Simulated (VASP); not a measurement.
SrO, 4 atoms in the cell. The cell holds a sheet with vacuum, 4 atoms: a = 4.148 Å, b = 4.148 Å, c = 20.000 Å, α = 90.00°, β = 90.00°, γ = 120.00°. 

```yaml
Program: VASP 6.6.1
Task: single point
Functional: PBE
Potentials_or_basis: VASP PAW PBE potentials, release 64 (Sr_sv, O)
Cutoff: 520 eV
k_mesh: 6 × 6 × 1
Occupations: gaussian, width 0.1 eV
Spin: no spin polarisation
Dipole_correction: yes
Further_INCAR_settings: ALGO = Normal; EDIFF = 1e-06; NBANDS = 24
```

Potentials or basis: VASP PAW PBE potentials, release 64 (Sr_sv, O).

The run is started by

```bash
$ cat potpaw_PBE.64/Sr_sv/POTCAR potpaw_PBE.64/O/POTCAR > POTCAR
$ mpirun -np 1 vasp_std > vasp.out
```

Hardware: 1 thread of Intel(R) Xeon(R) Platinum 8259CL CPU @ 2.50GHz (Skylake/Cascade Lake), with other jobs on the host.

Q: Estimate the wall time of this run.

A: Wall time 110 s on 1 thread of Intel(R) Xeon(R) Platinum 8259CL CPU @ 2.50GHz (Skylake/Cascade Lake), on a shared host, peak memory 0.4 GiB. Counts: scf iterations 24, k points 7.
